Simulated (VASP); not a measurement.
Set up this calculation in VASP 6.6.1, as the native input.

- Task: single point
- Functional: PBE
- Potentials or basis: VASP PAW PBE potentials, release 64 (Ba_sv, Pr, Br)
- Cutoff: 520 eV
- k mesh: 3 × 3 × 4
- Occupations: gaussian, width 0.1 eV
- Spin: no spin polarisation
- Dipole correction: no
- Further INCAR settings: ALGO = Normal; EDIFF = 1e-07; NBANDS = 33

The structure of Ba3PrBr lies in POSCAR:

```
Ba3PrBr
1.0
    6.5491401800      0.0000000000      0.0000000000
   -3.2745700900      5.6717217700      0.0000000000
    0.0000000000      0.0000000000      4.5835773300
Ba Pr Br
3 1 1
Direct
    0.5000000000      0.0000000000      0.0000000000
    0.0000000000      0.5000000000      0.0000000000
    0.5000000000      0.5000000000      0.0000000000
    0.0000000000      0.0000000000      0.0000000000
    0.0000000000      0.0000000000      0.5000000000
```

The input as run:

INCAR

```
SYSTEM = Ba3PrBr
PREC = Accurate
ENCUT = 520
EDIFF = 1E-7
ISMEAR = 0
SIGMA = 0.1
LREAL = .False.
LASPH = .True.
NELM = 100
ALGO = Normal
ISIF = 2
LWAVE = .False.
LCHARG = .False.
GGA = PE
NBANDS = 33
```

KPOINTS

```
regular mesh
0
Gamma
  3 3 4
  0 0 0
```

Potentials or basis: VASP PAW PBE potentials, release 64 (Ba_sv, Pr, Br).

Command:

```bash
$ cat potpaw_PBE.64/Ba_sv/POTCAR potpaw_PBE.64/Pr/POTCAR potpaw_PBE.64/Br/POTCAR > POTCAR
$ mpirun -np 1 vasp_std > vasp.out
```

It gave:

| Property | Result |
| --- | --- |
| Pressure | 18.6 GPa |
| Band gap on the k mesh | zero (band 25 reaches 4.69 eV, above the bottom of band 26 at 3.63 eV) |

Caveat: the k points lie up to 0.37 Å⁻¹ apart; spin-orbit coupling is left out, which moves the levels of the heavy elements; the run has no spin polarisation, though such a crystal can be magnetic; without U or exact exchange the open f shell lies at the Fermi level, which spoils levels, moments and volumes.

It took 2.3 min on 1 thread of Intel(R) Xeon(R) Platinum 8488C (Sapphire Rapids) (shared host), peak memory 0.32 GiB.
